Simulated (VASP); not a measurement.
Runs of VASP 6.6.1 on Ga2O3. The structure is that of space group P-3m1 (No. 164), or close to it. The cells are those of the table. 

```tsv
level	cell	k mesh	gap on the mesh (eV)	pressure (GPa)	largest force (eV/Å)
r2SCAN	a = 2.961, b = 2.961, c = 6.777 Å, angles 90.0, 90.0, 120.0°, 5 atoms	9 × 9 × 4	3.35	8.8	0.48
PBE	a = 3.025, b = 3.025, c = 7.506 Å, angles 90.0, 90.0, 120.0°, 5 atoms	9 × 9 × 4	2.54	0.7	0.03
PBE	a = 2.994, b = 2.994, c = 7.430 Å, angles 90.0, 90.0, 120.0°, 5 atoms	9 × 9 × 4	2.77	(b)	0.35
r2SCAN	a = 2.991, b = 2.991, c = 6.846 Å, angles 90.0, 90.0, 120.0°, 5 atoms	12 × 12 × 4	3.09	(a)	0.11
r2SCAN	a = 3.021, b = 3.021, c = 6.914 Å, angles 90.0, 90.0, 120.0°, 5 atoms	9 × 9 × 4	2.84	-4.0	0.22
```

Alike in all rows: task single point; potentials or basis VASP PAW PBE potentials, release 64 (Ga_d, O); no spin polarisation; cutoff (eV) 520; smearing gaussian 0.01 eV.

Task: Fill in the values left out.

Result: (a) 1.8; (b) 6.0.

Caveats: the PAW data sets were made with another functional, which shifts forces and pressure a little (some runs).

A k mesh can miss the band edges, and the runs leave out spin-orbit coupling on Ga.
